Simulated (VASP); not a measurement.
A run of VASP 6.6.1:

INCAR

```
SYSTEM = MgB2
ALGO = Normal
EDIFF = 1E-6
EDIFFG = -0.01
ENCUT = 600
GGA = PE
IBRION = 2
ISIF = 3
ISMEAR = -1
LASPH = .True.
LCHARG = .False.
LREAL = .False.
LWAVE = .False.
NELM = 100
NSW = 60
PREC = Accurate
PSTRESS = 100.0
SIGMA = 0.05
```

File KPOINTS:

```
k-points
0
Gamma
  10 10 8
  0 0 0
```

POSCAR

```
MgB2
1.0
    3.0850000000      0.0000000000      0.0000000000
   -1.5425000000      2.6716883707      0.0000000000
    0.0000000000      0.0000000000      3.5230000000
Mg B
1 2
Direct
    0.0000000000      0.0000000000      0.0000000000
    0.6666666667      0.3333333333      0.5000000000
    0.3333333333      0.6666666667      0.5000000000
```

Potentials or basis: VASP PAW PBE potentials, release 64 (Mg, B).

Run with:

```console
$ cat potpaw_PBE.64/Mg/POTCAR potpaw_PBE.64/B/POTCAR > POTCAR
$ mpirun -np 1 vasp_std > vasp.out
```

Hardware: 1 thread of Intel(R) Xeon(R) Platinum 8559C (Emerald Rapids) (shared host).

Task: Estimate the wall time of this run.

Result: It took 32 s on 1 thread of Intel(R) Xeon(R) Platinum 8559C (Emerald Rapids), with other jobs on the host, peak memory 0.17 GiB. Counts: scf iterations 33, k points 70, ion steps 5.
